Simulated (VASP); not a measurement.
A run of VASP 6.6.1:

Contents of INCAR:

```
SYSTEM = MoS2
ALGO     = Normal         ! electronic algorithm
EDIFF    = 1E-6           ! SCF threshold, eV
ENCUT    = 520            ! plane-wave cutoff, eV
ISIF     = 2              ! what is computed and relaxed
ISMEAR   = 0              ! smearing method
LASPH    = .True.         ! aspherical terms in the spheres
LCHARG   = .False.        ! write CHGCAR
LREAL    = .False.        ! projectors in reciprocal space
LWAVE    = .False.        ! write WAVECAR
NBANDS   = 35             ! bands
NELM     = 100            ! most SCF steps
PREC     = Accurate       ! precision mode
SIGMA    = 0.02           ! smearing width, eV
```

KPOINTS

```
k-points
0
Gamma
  12 12 4
  0 0 0
```

POSCAR

```
MoS2
1.0
    3.1223248718      0.0000000028      0.0000000000
   -1.5611624384      2.7040126565      0.0000000000
    0.0000000000      0.0000000000     12.0825794823
Mo S
2 4
Direct
    0.6666666667      0.3333333333      0.2500000000
    0.3333333333      0.6666666667      0.7500000000
    0.6666666667      0.3333333333      0.6213693345
    0.3333333333      0.6666666667      0.3786306655
    0.6666666667      0.3333333333      0.8786306655
    0.3333333333      0.6666666667      0.1213693345
```

Potentials or basis: VASP PAW LDA potentials, release 64 (Mo_sv, S).

The run is started by

```console
$ cat potpaw_LDA.64/Mo_sv/POTCAR potpaw_LDA.64/S/POTCAR > POTCAR
$ mpirun -np 1 vasp_std > vasp.out
```

Hardware: 1 thread of Intel(R) Xeon(R) 6975P-C (Granite Rapids), on a shared host.

Question: Estimate the wall time of this run.

Answer: Run time: 75 s on 1 thread of Intel(R) Xeon(R) 6975P-C (Granite Rapids), on a shared host, peak memory 0.28 GiB. Counts: scf iterations 15, k points 57.
